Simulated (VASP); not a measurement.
# Sm: single point with r2SCAN

Crystal: Sm.

```
Sm
1.0
     0.00000    2.50000    2.50000
     2.50000    0.00000    2.50000
     2.50000    2.50000    0.00000
Sm
1
Direct
  0.00000 0.00000 0.00000
```

This isn't the form of Sm at room conditions, which is rhombohedral.

```yaml
Program: VASP 6.6.1
Task: single point
Functional: r2SCAN
Potentials_or_basis: VASP PAW PBE potentials, release 64 (Sm)
Cutoff: 800 eV
k_mesh: 4 × 4 × 4
Occupations: gaussian, width 0.05 eV
Spin: no spin polarisation
Dipole_correction: no
Further_INCAR_settings: ALGO = Normal; EDIFF = 1e-06; NBANDS = 14
```

```yaml
Pressure: -5.3 GPa
Band_gap_on_the_k_mesh: zero (bands 8 and 9 overlap by 0.08 eV)
```

Levels at points of the mesh, in eV from the Fermi level:
| k point | band 5 | band 6 | band 7 | band 8 | band 9 | band 10 | band 11 | band 12 |
| --- | --- | --- | --- | --- | --- | --- | --- | --- |
| (0.00, 0.00, 0.00) | -4.05 | -0.31 | -0.07 | -0.07 | -0.07 | 0.23 | 0.23 | 0.23 |
| (0.50, 0.00, 0.00) | -1.62 | -0.27 | -0.06 | -0.06 | 0.06 | 0.17 | 0.17 | 0.24 |
| (0.50, 0.50, 0.00) | -1.81 | -0.88 | -0.03 | -0.01 | -0.01 | 0.01 | 0.13 | 0.13 |

Run time: 66 s on 1 thread of Intel(R) Xeon(R) 6975P-C (Granite Rapids), on a shared host, peak memory 0.24 GiB.

Caveat: the k points lie up to 0.54 Å⁻¹ apart; the PAW data sets were made with another functional, which shifts forces and pressure a little; spin-orbit coupling is left out, which moves the levels of the heavy elements; semilocal functionals describe open f shells poorly, which spoils levels, moments and volumes. Spin polarisation is off, so any magnetic state and its effect on volume and gap are missing.
